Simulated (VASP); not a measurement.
# ZnS in VASP: notebook

ZnS is run at these levels: PBE; tasks: single point.

Program: VASP 6.6.1. These are calculated values, not measurements. Logs are shortened: lines on timing, memory, paths and dates and some standing lists are left out, and cuts for length are marked.

### 1 The cell of the first run

Symmetry: Pm-3n, No. 223, cubic system. Conventional cell: a = 6.700 Å, b = 6.700 Å, c = 6.700 Å, α = 90.00°, β = 90.00°, γ = 90.00°. Zn (site symmetry -4m2) has 4 S at 2.37 Å within 3.1 Å. S (site symmetry -4m2) has 4 Zn at 2.37 Å within 3.1 Å.

### 2 Single point, PBE

INCAR reads:

```
SYSTEM = ZnS
PREC     = Accurate       ! precision mode
ENCUT    = 520            ! plane-wave cutoff, eV
EDIFF    = 1E-7           ! SCF threshold, eV
ISMEAR   = 0              ! smearing method
SIGMA    = 0.1            ! smearing width, eV
LREAL    = .FALSE.        ! projectors in reciprocal space
LASPH    = .TRUE.         ! aspherical terms in the spheres
NELM     = 60             ! most SCF steps
ALGO     = Normal         ! electronic algorithm
ISIF     = 2              ! what is computed and relaxed
LWAVE    = .FALSE.        ! write WAVECAR
LCHARG   = .FALSE.        ! write CHGCAR
GGA      = PE             ! functional
NBANDS   = 66             ! bands
```

KPOINTS reads:

```
Automatic mesh
0
G
  2 2 2
  0 0 0
```

POSCAR reads:

```
ZnS
1.0
    6.7002356841      0.0000000000      0.0000000000
    0.0000000000      6.7002356841      0.0000000000
    0.0000000000      0.0000000000      6.7002356841
Zn S
6 6
Direct
    0.5000000000      0.0000000000      0.7500000000
    0.7500000000      0.5000000000      0.0000000000
    0.0000000000      0.7500000000      0.5000000000
    0.5000000000      0.0000000000      0.2500000000
    0.2500000000      0.5000000000      0.0000000000
    0.0000000000      0.2500000000      0.5000000000
    0.0000000000      0.5000000000      0.7500000000
    0.7500000000      0.0000000000      0.5000000000
    0.5000000000      0.7500000000      0.0000000000
    0.0000000000      0.5000000000      0.2500000000
    0.2500000000      0.0000000000      0.5000000000
    0.5000000000      0.2500000000      0.0000000000
```

Potentials or basis: VASP PAW PBE potentials, release 64 (Zn, S).

Started as:

```bash
> cat potpaw_PBE.64/Zn/POTCAR potpaw_PBE.64/S/POTCAR > POTCAR
> mpirun -np 1 vasp_std > vasp.out
```

OUTCAR:

```text
SYSTEM = ZnS
   PREC = Accurate
   ENCUT = 520
   EDIFF = 1E-7
   ISMEAR = 0
   LREAL = .FALSE.
   LASPH = .TRUE.
   NELM = 60
   ISIF = 2
   GGA = PE

 ion  position               nearest neighbor table
   1  0.500  0.000  0.750-   8 2.37   9 2.37  11 2.37  12 2.37
   2  0.750  0.500  0.000-   7 2.37   9 2.37  10 2.37  12 2.37
   3  0.000  0.750  0.500-   7 2.37   8 2.37  10 2.37  11 2.37
   4  0.500  0.000  0.250-   8 2.37   9 2.37  11 2.37  12 2.37
   5  0.250  0.500  0.000-   7 2.37   9 2.37  10 2.37  12 2.37
   6  0.000  0.250  0.500-   7 2.37   8 2.37  10 2.37  11 2.37
   7  0.000  0.500  0.750-   2 2.37   3 2.37   5 2.37   6 2.37
   8  0.750  0.000  0.500-   1 2.37   3 2.37   4 2.37   6 2.37
   9  0.500  0.750  0.000-   1 2.37   2 2.37   4 2.37   5 2.37
  10  0.000  0.500  0.250-   2 2.37   3 2.37   5 2.37   6 2.37
  11  0.250  0.000  0.500-   1 2.37   3 2.37   4 2.37   6 2.37
  12  0.500  0.250  0.000-   1 2.37   2 2.37   4 2.37   5 2.37

  LATTYP: Found a simple cubic cell.
 ALAT       =     6.7002356841

  Lattice vectors:

 A1 = (   6.7002356841,   0.0000000000,   0.0000000000)
 A2 = (   0.0000000000,   6.7002356841,   0.0000000000)
 A3 = (   0.0000000000,   0.0000000000,   6.7002356841)

Analysis of symmetry for initial positions (statically):
=====================================================================
 Subroutine PRICEL returns:
 Original cell was already a primitive cell.

 Routine SETGRP: Setting up the symmetry group for a
 simple cubic supercell.

 Subroutine GETGRP returns: Found 48 space group operations
 (whereof 24 operations were pure point group operations)
 out of a pool of 48 trial point group operations.

The static configuration has the point symmetry T_h .
 The point group associated with its full space group is O_h .

Analysis of symmetry for dynamics (positions and initial velocities):
=====================================================================
 Subroutine PRICEL returns:
 Original cell was already a primitive cell.

 Routine SETGRP: Setting up the symmetry group for a
 simple cubic supercell.

 Subroutine GETGRP returns: Found 48 space group operations
 (whereof 24 operations were pure point group operations)
 out of a pool of 48 trial point group operations.

The dynamic configuration has the point symmetry T_h .
 The point group associated with its full space group is O_h .

 Subroutine INISYM returns: Found 48 space group operations
 (whereof 24 operations are pure point group operations),
 and found     1 'primitive' translations

----------------------------------------------------------------------------------------

                                     Primitive cell

  volume of cell :     300.7947

  direct lattice vectors                    reciprocal lattice vectors
     6.700235684  0.000000000  0.000000000     0.149248481  0.000000000  0.000000000
     0.000000000  6.700235684  0.000000000     0.000000000  0.149248481  0.000000000
     0.000000000  0.000000000  6.700235684     0.000000000  0.000000000  0.149248481

  length of vectors
     6.700235684  6.700235684  6.700235684     0.149248481  0.149248481  0.149248481

  position of ions in fractional coordinates (direct lattice)
     0.500000000  0.000000000  0.750000000
     0.750000000  0.500000000  0.000000000
     0.000000000  0.750000000  0.500000000
     0.500000000  0.000000000  0.250000000
     0.250000000  0.500000000  0.000000000
     0.000000000  0.250000000  0.500000000
     0.000000000  0.500000000  0.750000000
     0.750000000  0.000000000  0.500000000
     0.500000000  0.750000000  0.000000000
     0.000000000  0.500000000  0.250000000
     0.250000000  0.000000000  0.500000000
     0.500000000  0.250000000  0.000000000

  ion indices of the primitive-cell ions
   primitive index   ion index
                 1           1
                 2           2
                 3           3
                 4           4
                 5           5
                 6           6
                 7           7
                 8           8
                 9           9
                10          10
                11          11
                12          12

----------------------------------------------------------------------------------------

 KPOINTS: Automatic mesh

Automatic generation of k-mesh.
 Grid dimensions read from file:
 generate k-points for:    2    2    2

 Generating k-lattice:

  Cartesian coordinates                     Fractional coordinates (reciprocal lattice)
     0.074624241  0.000000000  0.000000000     0.500000000  0.000000000  0.000000000
     0.000000000  0.074624241  0.000000000     0.000000000  0.500000000  0.000000000
     0.000000000  0.000000000  0.074624241     0.000000000  0.000000000  0.500000000

  Length of vectors
     0.074624241  0.074624241  0.074624241

  Shift w.r.t. Gamma in fractional coordinates (k-lattice)
     0.000000000  0.000000000  0.000000000

 Subroutine IBZKPT returns following result:
 ===========================================

 Found      4 irreducible k-points:

 Following reciprocal coordinates:
            Coordinates               Weight
  0.000000  0.000000  0.000000      1.000000
  0.500000  0.000000  0.000000      3.000000
  0.500000  0.500000  0.000000      3.000000
  0.500000  0.500000  0.500000      1.000000
   k-points           NKPTS =      4   k-points in BZ     NKDIM =      4   number of bands    NBANDS=     66
   number of dos      NEDOS =    301   number of ions     NIONS =     12
   total plane-waves  NPLWV = 125000
   dimension x,y,z NGX =    50 NGY =   50 NGZ =   50
   dimension x,y,z NGXF=   100 NGYF=  100 NGZF=  100
   ions per type =               6   6
   NGX,Y,Z   is equivalent  to a cutoff of  12.41, 12.41, 12.41 a.u.
   NGXF,Y,Z  is equivalent  to a cutoff of  24.81, 24.81, 24.81 a.u.
 SYSTEM =  ZnS
   PREC   = accura    normal or accurate (medium, high low for compatibility)
   ISTART =      0    job   : 0-new  1-cont  2-samecut
   ICHARG =      2    charge: 1-file 2-atom 10-const
   ISPIN  =      1    spin polarized calculation?
   LNONCOLLINEAR =      F non collinear calculations
   LSORBIT =      F    spin-orbit coupling
   LASPH  =      T    aspherical Exc in radial PAW
   ENCUT  =  520.0 eV  38.22 Ry    6.18 a.u.  12.46 12.46 12.46*2*pi/ulx,y,z
   NELM   =     60;   NELMIN=  2; NELMDL= -5     # of ELM steps
   EDIFF  = 0.1E-06   stopping-criterion for ELM
   LREAL  =      F    real-space projection
   EDIFFG = 0.1E-05   stopping-criterion for IOM
   NSW    =      0    number of steps for IOM
   IBRION =     -1    ionic relax: 0-MD 1-quasi-New 2-CG
   NFREE  =      0    steps in history (QN), initial steepest desc. (CG)
   ISIF   =      2    stress and relaxation
   ISYM   =      2    0-nonsym 1-usesym 2-fastsym
   POTIM  = 0.5000    time-step for ionic-motion
   TEBEG  =    0.0;   TEEND  =   0.0 temperature during run
   PSTRESS=    0.0 pullay stress
   NELECT =     108.0000    total number of electrons
   NUPDOWN=      -1.0000    fix difference up-down
   EMIN   =  10.00;   EMAX   =-10.00  energy-range for DOS
   EFERMI =   0.00;   METHOD = LEGACY
   ISMEAR =     0;   SIGMA  =   0.10  broadening in eV -4-tet -1-fermi 0-gaus
   EFERMI_NEDOS =   21; number of points for ismear=-14 and -15
   IALGO  =     38    algorithm
   IMIX   =      4    mixing-type and parameters
     AMIX     =   0.40;   BMIX     =  1.00
     AMIX_MAG =   1.60;   BMIX_MAG =  1.00
  volume/ion in A,a.u.               =      25.07       169.16
  Fermi-wavevector in a.u.,A,eV,Ry     =   1.163570  2.198829 18.420875  1.353896
  Thomas-Fermi vector in A             =   2.300119
   LORBIT       =      0    0 simple, 1 ext, 2 COOP (PROOUT), +10 PAW based schemes
   GGA     = PE    functional components
   LHFCALC =     F    Hartree Fock is set to
   AEXX    =    0.0000 exact exchange contribution
   IVDW    =     0    specifies the selected vdW correction
   LEPSILON=     F    determine dielectric tensor
   LRPA    =     F    only Hartree local field effects (RPA)
 non-spin polarized calculation
 Gauss-broadening in eV      SIGMA  =   0.10
  energy-cutoff  :      520.00
  volume of cell :      300.79
 maximum number of plane-waves:      8217
 NGX is ok and might be reduce to    50
   NGX = 25   NGY = 25   NGZ = 25

 number of electron     108.0000202 magnetization

 Free energy of the ion-electron system (eV)
  ---------------------------------------------------
  ext. energy  EPLUGINS =         0.00000000
  ---------------------------------------------------
  free energy    TOTEN  =       -39.62353462 eV

  energy without entropy =      -39.62353462  energy(sigma->0) =      -39.62353462

 E-fermi :   1.1141     XC(G=0):  -8.1600

 val. band max:        0.6145279847   @ k =   0.0000   0.0000   0.0000
 cond. band min:       2.5916963015   @ k =   0.0000   0.0000   0.0000
 fundamental gap:      1.9771683167
 Fermi energy:         1.1141305261

 k-point     1 :       0.0000    0.0000    0.0000
  band No.  band energies     occupation
      1     -12.3417      2.00000
      2     -11.7310      2.00000
      3     -11.7310      2.00000
      4     -11.0876      2.00000
      5     -11.0876      2.00000
      6     -11.0876      2.00000
[... 58 lines left out ...]
     65       6.9516      0.00000
     66       7.4493      0.00000

 k-point     2 :       0.5000    0.0000    0.0000
  band No.  band energies     occupation
      1     -12.0458      2.00000
      2     -12.0458      2.00000
      3     -11.4478      2.00000
      4     -11.4478      2.00000
      5     -11.0871      2.00000
      6     -11.0871      2.00000
[... 58 lines left out ...]
     65       6.9458      0.00000
     66       6.9459      0.00000

 k-point     3 :       0.5000    0.5000    0.0000
  band No.  band energies     occupation
      1     -11.9472      2.00000
      2     -11.7989      2.00000
      3     -11.5640      2.00000
      4     -11.5640      2.00000
      5     -11.3060      2.00000
      6     -11.0866      2.00000
[... 58 lines left out ...]
     65       6.8521      0.00000
     66       6.9705      0.00000

 k-point     4 :       0.5000    0.5000    0.5000
  band No.  band energies     occupation
      1     -11.5632      2.00000
      2     -11.5632      2.00000
      3     -11.5632      2.00000
      4     -11.5632      2.00000
      5     -11.5632      2.00000
      6     -11.5632      2.00000
[... 58 lines left out ...]
     65       5.9266      0.00000
     66       5.9266      0.00000

------------------------ aborting loop because EDIFF is reached ----------------------------------------

  FORCE on cell =-STRESS in cart. coord.  units (eV):
  Direction    XX          YY          ZZ          XY          YZ          ZX
  --------------------------------------------------------------------------------------
  -------------------------------------------------------------------------------------
  Total        0.3524121      0.3524121      0.3524121      0.0000000     -0.0000000     -0.0000000
  in kB        1.8771161      1.8771161      1.8771161      0.0000000     -0.0000000     -0.0000000
  external PRESSURE =       1.8771161 kB  Pullay stress =       0.0000000 kB

 VOLUME and BASIS-vectors are now :
 -----------------------------------------------------------------------------
  energy-cutoff  :      520.00
  volume of cell :      300.79
      direct lattice vectors                 reciprocal lattice vectors
     6.700235684  0.000000000  0.000000000     0.149248481  0.000000000  0.000000000
     0.000000000  6.700235684  0.000000000     0.000000000  0.149248481  0.000000000
     0.000000000  0.000000000  6.700235684     0.000000000  0.000000000  0.149248481

 POSITION                                       TOTAL-FORCE (eV/Angst)
 -----------------------------------------------------------------------------------
      3.35012      0.00000      5.02518         0.000000     -0.000000     -0.000000
      5.02518      3.35012      0.00000        -0.000000     -0.000000      0.000000
      0.00000      5.02518      3.35012        -0.000000      0.000000      0.000000
      3.35012      0.00000      1.67506        -0.000000      0.000000     -0.000000
      1.67506      3.35012      0.00000         0.000000      0.000000     -0.000000
      0.00000      1.67506      3.35012         0.000000      0.000000      0.000000
      0.00000      3.35012      5.02518        -0.000000      0.000000     -0.000000
      5.02518      0.00000      3.35012        -0.000000     -0.000000     -0.000000
      3.35012      5.02518      0.00000        -0.000000      0.000000     -0.000000
      0.00000      3.35012      1.67506         0.000000     -0.000000     -0.000000
      1.67506      0.00000      3.35012         0.000000     -0.000000      0.000000
      3.35012      1.67506      0.00000         0.000000      0.000000     -0.000000
 -----------------------------------------------------------------------------------
    total drift:                                0.000000      0.000000     -0.000000

  FREE ENERGIE OF THE ION-ELECTRON SYSTEM (eV)
  ---------------------------------------------------
  free  energy   TOTEN  =       -39.6235346228 eV

  energy  without entropy=      -39.6235346228  energy(sigma->0) =      -39.62353462
```

Run time: 69 s. Hardware: 1 thread of Intel Xeon Platinum 8488C (Sapphire Rapids), shared host; peak memory 0.36 GiB.

Results:

```
Free energy            : -39.6235 eV
Pressure               : 0.2 GPa
Band gap on the k mesh : 1.98 eV
```

Levels at points of the mesh, in eV from the valence-band top:
```csv
k point,band 51,band 52,band 53,band 54,band 55,band 56,band 57,band 58
"(0.00, 0.00, 0.00)",-1.44,0.00,0.00,0.00,1.98,3.14,3.14,3.14
"(0.50, 0.00, 0.00)",-0.86,-0.86,-0.17,-0.17,3.06,3.06,3.71,3.71
"(0.50, 0.50, 0.00)",-1.00,-1.00,-0.93,-0.21,3.71,3.71,3.89,3.93
"(0.50, 0.50, 0.50)",-1.30,-1.30,-1.30,-1.30,4.76,4.76,4.76,4.76
```

Caveat: the k points lie up to 0.47 Å⁻¹ apart.

[end of part 1 of 2]
